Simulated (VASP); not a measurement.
# SiC (R3m) in VASP: notebook

The runs below take SiC through single point, with PBE.

Everything below comes from runs of VASP 6.6.1. Logs are shortened: lines on timing, memory, paths and dates and some standing lists are left out, and cuts for length are marked.

**1. The cell of the first run**

It takes space group R3m (No. 160, trigonal). The conventional cell has a = 3.079 Å, b = 3.079 Å, c = 8.042 Å, α = 90.00°, β = 90.00°, γ = 120.00°. Within 2.5 Å of Si (site symmetry 3m) lie 4 C at 1.90 to 2.01 Å. Within 2.5 Å of C (site symmetry 3m) lie 4 Si at 1.90 to 2.01 Å.

**2. Single point, PBE**

File INCAR:

```
PREC = Accurate
ENCUT = 520
EDIFF = 1E-7
ISMEAR = 0
SIGMA = 0.05
LREAL = False
LASPH = True
NELM = 80
ALGO = Normal
ISIF = 2
LWAVE = False
LCHARG = False
GGA = PE
NBANDS = 11
```

File KPOINTS:

```
Automatic mesh
0
Gamma
  12 12 12
```

File POSCAR:

```
SiC
1.0
    0.0000000000      2.1772942362      2.1772942362
    2.1772942362      0.0000000000      2.1772942362
    2.2733854885      2.2733854885     -0.0960912523
Si C
1 1
Direct
    0.0000000000      0.0000000000      0.0000000000
    0.7500000000      0.7500000000      0.7500000000
```

Potentials or basis: VASP PAW PBE potentials, release 64 (Si, C).

Run with:

```bash
> cat potpaw_PBE.64/Si/POTCAR potpaw_PBE.64/C/POTCAR > POTCAR
> mpirun -np 1 vasp_std > vasp.out
```

OUTCAR:

```text
PREC = Accurate
   ENCUT = 520
   EDIFF = 1E-7
   ISMEAR = 0
   LREAL = False
   LASPH = True
   NELM = 80
   ISIF = 2
   GGA = PE

 ion  position               nearest neighbor table
   1  0.000  0.000  0.000-   2 1.90   2 1.90   2 1.90   2 2.01
   2  0.750  0.750  0.750-   1 1.90   1 1.90   1 1.90   1 2.01

  LATTYP: Found a trigonal (rhomboedric) cell.
 ALAT       =     3.2164882539
 COS(alpha) =     0.5417839405

  Lattice vectors:

 A1 = (   2.2733854885,   0.0960912523,  -2.2733854885)
 A2 = (   0.0960912523,   2.2733854885,  -2.2733854885)
 A3 = (   2.2733854885,   2.2733854885,  -0.0960912523)

Analysis of symmetry for initial positions (statically):
=====================================================================
 Subroutine PRICEL returns:
 Original cell was already a primitive cell.

 Routine SETGRP: Setting up the symmetry group for a
 trigonal (rhombohedral) supercell.

 Subroutine GETGRP returns: Found  6 space group operations
 (whereof  6 operations were pure point group operations)
 out of a pool of 12 trial point group operations.

The static configuration has the point symmetry C_3v.

Analysis of symmetry for dynamics (positions and initial velocities):
=====================================================================
 Subroutine PRICEL returns:
 Original cell was already a primitive cell.

 Routine SETGRP: Setting up the symmetry group for a
 trigonal (rhombohedral) supercell.

 Subroutine GETGRP returns: Found  6 space group operations
 (whereof  6 operations were pure point group operations)
 out of a pool of 12 trial point group operations.

The dynamic configuration has the point symmetry C_3v.

 Subroutine INISYM returns: Found  6 space group operations
 (whereof  6 operations are pure point group operations),
 and found     1 'primitive' translations

----------------------------------------------------------------------------------------

                                     Primitive cell

  volume of cell :      22.0100

  direct lattice vectors                    reciprocal lattice vectors
     0.000000000  2.177294236  2.177294236    -0.224890010  0.234395641  0.224890010
     2.177294236  0.000000000  2.177294236     0.234395641 -0.224890010  0.224890010
     2.273385489  2.273385489 -0.096091252     0.215384379  0.215384379 -0.215384379

  length of vectors
     3.079159038  3.079159038  3.216488254     0.395085243  0.395085243  0.373056688

  position of ions in fractional coordinates (direct lattice)
     0.000000000  0.000000000  0.000000000
     0.750000000  0.750000000  0.750000000
[... 81 lines left out ...]
   IBRION =     -1    ionic relax: 0-MD 1-quasi-New 2-CG
   NFREE  =      0    steps in history (QN), initial steepest desc. (CG)
   ISIF   =      2    stress and relaxation
   ISYM   =      2    0-nonsym 1-usesym 2-fastsym
   POTIM  = 0.5000    time-step for ionic-motion
   TEBEG  =    0.0;   TEEND  =   0.0 temperature during run
   PSTRESS=    0.0 pullay stress
   NELECT =       8.0000    total number of electrons
   NUPDOWN=      -1.0000    fix difference up-down
   EMIN   =  10.00;   EMAX   =-10.00  energy-range for DOS
   EFERMI =   0.00;   METHOD = LEGACY
   ISMEAR =     0;   SIGMA  =   0.05  broadening in eV -4-tet -1-fermi 0-gaus
   EFERMI_NEDOS =   21; number of points for ismear=-14 and -15
   IALGO  =     38    algorithm
   IMIX   =      4    mixing-type and parameters
     AMIX     =   0.40;   BMIX     =  1.00
     AMIX_MAG =   1.60;   BMIX_MAG =  1.00
  volume/ion in A,a.u.               =      11.00        74.27
  Fermi-wavevector in a.u.,A,eV,Ry     =   1.168328  2.207820 18.571823  1.364990
  Thomas-Fermi vector in A             =   2.304816
   LORBIT       =      0    0 simple, 1 ext, 2 COOP (PROOUT), +10 PAW based schemes
   GGA     = PE    functional components
   LHFCALC =     F    Hartree Fock is set to
   AEXX    =    0.0000 exact exchange contribution
   IVDW    =     0    specifies the selected vdW correction
   LEPSILON=     F    determine dielectric tensor
   LRPA    =     F    only Hartree local field effects (RPA)
 non-spin polarized calculation
 Gauss-broadening in eV      SIGMA  =   0.05
  energy-cutoff  :      520.00
  volume of cell :       22.01
 maximum number of plane-waves:       616
   NGX = 11   NGY = 11   NGZ = 11

 number of electron       8.0000001 magnetization

 Free energy of the ion-electron system (eV)
  ---------------------------------------------------
  ext. energy  EPLUGINS =         0.00000000
  ---------------------------------------------------
  free energy    TOTEN  =       -14.94659340 eV

  energy without entropy =      -14.94659340  energy(sigma->0) =      -14.94659340

 E-fermi :   7.8246     XC(G=0): -11.0873

 val. band max:        7.5486201265   @ k =   0.0000   0.0000   0.0000
 cond. band min:       8.7752008034   @ k =   0.5000   0.5000   0.0000
 fundamental gap:      1.2265806769
 Fermi energy:         7.8245844256

 k-point     1 :       0.0000    0.0000    0.0000
  band No.  band energies     occupation
      1      -7.5118      2.00000
      2       7.1698      2.00000
      3       7.5486      2.00000
      4       7.5486      2.00000
      5      12.0403      0.00000
      6      14.3737      0.00000
      7      14.7998      0.00000
      8      14.7998      0.00000
      9      21.6198      0.00000
     10      21.6198      0.00000
     11      22.9641      0.00000
[... 309 lines left out ...]
 k-point    24 :      -0.4167    0.1667   -0.0000
  band No.  band energies     occupation
      1      -3.6856      2.00000
      2      -0.2792      2.00000
      3       4.3808      2.00000
      4       5.8113      2.00000
      5      12.0516      0.00000
      6      14.3126      0.00000
      7      15.5305      0.00000
      8      18.1165      0.00000
      9      21.6056      0.00000
     10      22.4374      0.00000
     11      25.1770      0.00000

 [... further k-points ...]
[... 5 lines left out ...]
  --------------------------------------------------------------------------------------
  -------------------------------------------------------------------------------------
  Total       -1.1033050     -1.1033050     -1.1033050     -1.3021599      1.3021599      1.3021599
  in kB      -80.3130482    -80.3130482    -80.3130482    -94.7883257     94.7883257     94.7883257
  external PRESSURE =     -80.3130482 kB  Pullay stress =       0.0000000 kB

 VOLUME and BASIS-vectors are now :
 -----------------------------------------------------------------------------
  energy-cutoff  :      520.00
  volume of cell :       22.01
      direct lattice vectors                 reciprocal lattice vectors
     0.000000000  2.177294236  2.177294236    -0.224890010  0.234395641  0.224890010
     2.177294236  0.000000000  2.177294236     0.234395641 -0.224890010  0.224890010
     2.273385489  2.273385489 -0.096091252     0.215384379  0.215384379 -0.215384379

 POSITION                                       TOTAL-FORCE (eV/Angst)
 -----------------------------------------------------------------------------------
      0.00000      0.00000      0.00000         0.125357      0.125357     -0.125357
      3.33801      3.33801      3.19387        -0.125357     -0.125357      0.125357
 -----------------------------------------------------------------------------------
    total drift:                               -0.000090     -0.000090      0.000090

  FREE ENERGIE OF THE ION-ELECTRON SYSTEM (eV)
  ---------------------------------------------------
  free  energy   TOTEN  =       -14.9465934012 eV

  energy  without entropy=      -14.9465934012  energy(sigma->0) =      -14.94659340
```

OSZICAR:

```text
N       E                     dE             d eps       ncg     rms          rms(c)
DAV:   1     0.366567149968E+01    0.36657E+01   -0.38982E+03  4342   0.607E+02
DAV:   2    -0.160261775121E+02   -0.19692E+02   -0.18682E+02  5252   0.107E+02
DAV:   3    -0.166658334142E+02   -0.63966E+00   -0.63836E+00  5123   0.161E+01
DAV:   4    -0.166685086852E+02   -0.26753E-02   -0.26751E-02  4740   0.132E+00
DAV:   5    -0.166685214327E+02   -0.12748E-04   -0.12747E-04  5111   0.853E-02    0.826E+00
DAV:   6    -0.149887899723E+02    0.16797E+01   -0.65070E+00  4656   0.111E+01    0.359E+00
DAV:   7    -0.149540365290E+02    0.34753E-01   -0.32107E-01  5022   0.331E+00    0.169E+00
DAV:   8    -0.149463607225E+02    0.76758E-02   -0.21410E-02  4746   0.967E-01    0.181E-01
DAV:   9    -0.149464761686E+02   -0.11545E-03   -0.21146E-03  5160   0.268E-01    0.109E-01
DAV:  10    -0.149465827605E+02   -0.10659E-03   -0.27766E-04  4599   0.103E-01    0.316E-02
DAV:  11    -0.149465928905E+02   -0.10130E-04   -0.42836E-05  5001   0.372E-02    0.117E-02
DAV:  12    -0.149465932509E+02   -0.36033E-06   -0.26387E-06  4881   0.104E-02    0.119E-03
DAV:  13    -0.149465933805E+02   -0.12960E-06   -0.20129E-07  4878   0.291E-03    0.705E-04
DAV:  14    -0.149465934012E+02   -0.20741E-07   -0.92131E-09  2430   0.629E-04
   1 F= -.14946593E+02 E0= -.14946593E+02  d E =-.192377E-17
```

Run time: 28 s. Hardware: 1 thread of Intel Xeon Platinum 8488C (Sapphire Rapids), shared host; peak memory 0.16 GiB.

Results:

| Quantity | Value |
| --- | --- |
| Free energy | -14.9466 eV |
| Pressure | -8.0 GPa |
| Largest force | 0.217 eV/Å |
| Band gap on the k mesh | 1.23 eV, indirect (least direct gap 4.10 eV) |

Forces on the atoms (eV/Å):
```
Si   0.125  0.125 -0.125
C   -0.125 -0.125  0.125
```

Levels at points of the mesh, in eV from the valence-band top:
| k point | band 1 | band 2 | band 3 | band 4 | band 5 | band 6 | band 7 | band 8 | band 9 |
| --- | --- | --- | --- | --- | --- | --- | --- | --- | --- |
| (0.00, 0.00, 0.00) | -15.06 | -0.38 | 0.00 | 0.00 | 4.49 | 6.83 | 7.25 | 7.25 | 14.07 |
| (0.50, 0.00, 0.00) | -11.56 | -8.30 | -1.29 | -1.23 | 4.38 | 6.34 | 7.16 | 9.53 | 14.94 |
| (0.50, 0.50, 0.00) | -10.34 | -7.72 | -3.46 | -2.88 | 1.23 | 4.09 | 12.76 | 13.08 | 14.30 |
| (0.00, 0.00, 0.50) | -12.19 | -8.39 | -0.81 | -0.81 | 5.66 | 7.36 | 7.36 | 9.77 | 15.23 |

**3. Single point, PBE**

This run uses another cell than the first one, of the same volume but with other edges.

File INCAR:

```
  PREC = Accurate
  ENCUT = 520
  EDIFF = 1E-7
  ISMEAR = 0
  SIGMA = 0.05
  LREAL = F
  LASPH = T
  NELM = 80
  ALGO = Normal
  ISIF = 2
  LWAVE = F
  LCHARG = F
  GGA = PE
  NBANDS = 11
```

File KPOINTS:

```
regular mesh
0
Gamma
  12 12 12
```

File POSCAR:

```
SiC
1.0
    0.0000000000      2.2482525191      2.2482525191
    2.2482525191      0.0000000000      2.2482525191
    2.2008893327      2.2008893327      0.0473631864
Si C
1 1
Direct
    0.0000000000      0.0000000000      0.0000000000
    0.7500000000      0.7500000000      0.7500000000
```

Potentials or basis: VASP PAW PBE potentials, release 64 (Si, C).

Run with:

```bash
> cat potpaw_PBE.64/Si/POTCAR potpaw_PBE.64/C/POTCAR > POTCAR
> mpirun -np 1 vasp_std > vasp.out
```

Run time: 34 s. Hardware: 1 thread of Intel Xeon Platinum 8488C (Sapphire Rapids), shared host; peak memory 0.15 GiB.

It converged, with:

* Free energy: -15.0091 eV
* Pressure: -8.8 GPa
* Largest force: 0.244 eV/Å
* Band gap on the k mesh: 1.30 eV, indirect (least direct gap 4.29 eV)

Forces in eV/Å, atoms in the order of the input:
```
Si  -0.141 -0.141  0.141
C    0.141  0.141 -0.141
```

Stress tensor (GPa, compression positive):
```
-8.82  5.09 -5.09
 5.09 -8.82 -5.09
-5.09 -5.09 -8.82
```

Levels at points of the mesh, in eV from the valence-band top:
```tsv
k point	band 1	band 2	band 3	band 4	band 5	band 6	band 7	band 8	band 9
(0.00, 0.00, 0.00)	-15.02	-0.14	-0.14	0.00	5.26	6.57	6.57	7.44	14.07
(0.50, 0.00, 0.00)	-11.76	-8.31	-1.08	-1.06	4.92	6.75	7.21	9.67	15.31
(0.50, 0.50, 0.00)	-10.29	-7.70	-3.31	-2.99	1.30	4.04	13.07	13.23	14.02
(0.00, 0.00, 0.50)	-11.44	-8.25	-1.30	-1.30	4.36	6.64	6.64	9.48	15.43
```

A k mesh can miss the band edges.

**4. Single point, PBE**

This run uses another cell than the first one, of 11.26 Å³/atom, 1.023 times its volume.

File INCAR:

```
ALGO = Normal
EDIFF = 1E-6
ENCUT = 520
GGA = PE
ISIF = 2
ISMEAR = 0
LASPH = T
LCHARG = T
LELF = T
LREAL = F
LVHAR = T
LWAVE = F
NBANDS = 11
NELM = 100
PREC = Accurate
SIGMA = 0.05
```

File KPOINTS:

```
k-points
0
Gamma
  12 12 12
```

File POSCAR:

```
SiC
1.0
    0.0000000000      2.2532394043      2.2532394043
    2.2532394043      0.0000000000      2.2532394043
    2.2293550666      2.2293550666      0.0238843377
Si C
1 1
Direct
    0.0000000000      0.0000000000      0.0000000000
    0.7500000000      0.7500000000      0.7500000000
```

Run with:

```bash
> cat potpaw_PBE.64/Si/POTCAR potpaw_PBE.64/C/POTCAR > POTCAR
> mpirun -np 1 vasp_std > vasp.out
```

Run time: 26 s. Hardware: 1 thread of Intel Xeon Platinum 8488C (Sapphire Rapids), shared host; peak memory 0.16 GiB.

It converged, with:

```yaml
Free_energy: -14.9913 eV
Pressure: -12.8 GPa
Largest_force: 0.090 eV/Å
Band_gap_on_the_k_mesh: 1.38 eV, indirect (least direct gap 4.37 eV)
```

Forces in eV/Å, atoms in the order of the input:
```
Si  -0.052 -0.052  0.052
C    0.052  0.052 -0.052
```

Stress tensor (GPa, compression positive):
```
-12.84   2.36  -2.36
  2.36 -12.84  -2.36
 -2.36  -2.36 -12.84
```

Levels at points of the mesh, in eV from the valence-band top:
```
           k point  band 2  band 3  band 4  band 5  band 6  band 7
(0.00, 0.00, 0.00)   -0.07   -0.07    0.00    5.16    6.59    6.59
(0.50, 0.00, 0.00)   -8.14   -1.05   -1.05    4.71    6.77    7.00
(0.50, 0.50, 0.00)   -7.59   -3.14   -2.99    1.38    4.00   12.97
(0.00, 0.00, 0.50)   -8.11   -1.16   -1.16    4.43    6.72    6.72
```

[end of part 1 of 2]
